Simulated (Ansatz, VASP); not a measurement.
## One calculation of Al2O3, two programs

```
CELL_PARAMETERS angstrom
2.84106 0.00000 0.00000
-1.42053 2.46043 0.00000
0.00000 0.00000 9.61686
ATOMIC_POSITIONS crystal
Al 0.00000 0.00000 0.14999
Al 0.00000 0.00000 0.85001
O 0.33333 0.66667 0.22232
O 0.66667 0.33333 0.00000
O 0.33333 0.66667 0.77768
```

Change from the starting cell: strain -0.015 along x and y, +0.030 along z, atoms carried along.

Alike in both runs: task single point; functional PBE; dispersion D3(BJ); k mesh 12 × 12 × 4; occupations gaussian, width 0.05 eV; no spin polarisation.

```csv
,VASP,Ansatz
version,VASP 6.6.1,Ansatz 0.2.0
potentials or method,"VASP PAW PBE potentials, release 64 (Al, O), cutoff 520 eV","scalar-relativistic, plane waves, PAW"
valence electrons in the cell,24,24
```

Ansatz gave:

* gap on the k mesh at the Fermi level (eV): 5.18
* least direct gap on the mesh (eV): 5.28
* pressure (GPa): 0.6
* traceless stress, the component that is largest in VASP (GPa): -6.82
* rms of the force components (eV/Å): 0.276

Which values does VASP return?

gap on the k mesh at the Fermi level (eV): 5.16; least direct gap on the mesh (eV): 5.28; pressure (GPa): 0.6; traceless stress, the component that is largest in VASP (GPa): -7.04; rms of the force components (eV/Å): 0.263.

Atom by atom the forces differ by 0.018 eV/Å (rms over components). Ansatz's warnings: xc potential rough in thin density.
